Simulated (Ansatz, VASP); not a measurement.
**Two plane-wave programs on Rh**

```
Rh
1.0
     2.71265    0.00000    0.00000
    -1.35633    2.34922    0.00000
     0.00000    0.00000    4.39877
Rh
2
Direct
  0.66667 0.33333 0.75000
  0.33333 0.66667 0.25000
```

Alike in both runs: task single point; functional r2SCAN; k mesh 12 × 12 × 7; no spin polarisation.

```csv
,VASP,Ansatz
version,VASP 6.6.1,Ansatz 0.2.0
potentials or method,"VASP PAW PBE potentials, release 64 (Rh_pv), cutoff 520 eV","plane waves, PAW"
occupations,"methfessel-paxton of order 1, width 0.15 eV","cold, width 0.15 eV"
valence electrons in the cell,30,34
```

VASP gave:

| Property | Result |
| --- | --- |
| pressure (GPa) | -3.8 |
| traceless stress, the component that is largest in VASP (GPa) | -0.16 |

**Question.** Estimate Ansatz's values.

**Answer.** Pressure (GPa): -4.9; traceless stress, the component that is largest in VASP (GPa): -0.39.

VASP's potentials were made for PBE, not for r2SCAN. VASP's potentials hold 30 valence electrons a cell and Ansatz's 34, so a difference there can come from the potentials and not from the codes.
